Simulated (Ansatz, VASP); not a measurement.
**Two plane-wave programs on SrBe2**

File INCAR:

```
SYSTEM = SrBe2
ALGO = Fast ; EDIFF = 1E-6
ENCUT = 520 ; GGA = PE
ISIF = 2 ; ISMEAR = 0
LASPH = .True. ; LCHARG = .False.
LREAL = .False. ; LWAVE = .False.
NBANDS = 23 ; NELM = 100
PREC = Accurate ; SIGMA = 0.1
```

The input KPOINTS:

```
k-points
0
Gamma
  4 4 4
  0 0 0
```

File POSCAR:

```
SrBe2
1.0
   -3.0750890604      3.0750890604      2.5597076924
    3.0750890604     -3.0750890604      2.5597076924
    3.0750890604      3.0750890604     -2.5597076924
Sr Be
2 4
Direct
    0.2500000000      0.2500000000      0.0000000000
    0.7500000000      0.7500000000      0.0000000000
    0.6670000000      0.1670000000      0.8340000000
    0.1670000000      0.3330000000      0.5000000000
    0.3330000000      0.8330000000      0.1660000000
    0.8330000000      0.6670000000      0.5000000000
```

Input for Ansatz:

```yaml
crystal:
  lattice:
    - [-3.0750890604, 3.0750890604, 2.5597076924]
    - [3.0750890604, -3.0750890604, 2.5597076924]
    - [3.0750890604, 3.0750890604, -2.5597076924]
  atoms:
    - { symbol: Sr, position: [0.25, 0.25, 0.0] }
    - { symbol: Sr, position: [0.75, 0.75, 0.0] }
    - { symbol: Be, position: [0.667, 0.167, 0.834] }
    - { symbol: Be, position: [0.167, 0.333, 0.5] }
    - { symbol: Be, position: [0.333, 0.833, 0.166] }
    - { symbol: Be, position: [0.833, 0.667, 0.5] }
basis:
  ecutwfc: 420
kpoints:
  mp_grid: { grid: [4, 4, 4] }
hamiltonian:
  xc: pbe
scf:
  occupations: { method: gaussian, width: 0.1 }
  lower_state_search: "off"
output:
  forces: true
  stress: true
  eigenvalues: true
```

Alike in both runs: task single point; functional PBE; k mesh 4 × 4 × 4; occupations gaussian, width 0.1 eV; no spin polarisation.

|  | VASP | Ansatz |
| --- | --- | --- |
| version | VASP 6.6.1 | Ansatz 0.2.0 |
| potentials or method | VASP PAW PBE potentials, release 64 (Sr_sv, Be), cutoff 520 eV | scalar-relativistic, plane waves, PAW |
| valence electrons in the cell | 28 | 28 |

|  | VASP | Ansatz | Ansatz less VASP |
| --- | --- | --- | --- |
| gap on the k mesh at the Fermi level (eV) | none | none | - |
| pressure (GPa) | 20.3 | 19.8 | -0.50 |
| traceless stress, the component that is largest in VASP (GPa) | 5.95 | 5.43 | -0.518 |
| rms of the force components (eV/Å) | 0.697 | 0.694 | -0.0029 |

Atom by atom the forces differ by 0.003 eV/Å (rms over components). A gap of «none» marks a metal or a gap that the smearing closes. The functional is the same, so the differences come from potentials, cutoffs and numerics.

The k mesh is coarse, so the values compare programs but aren't converged.
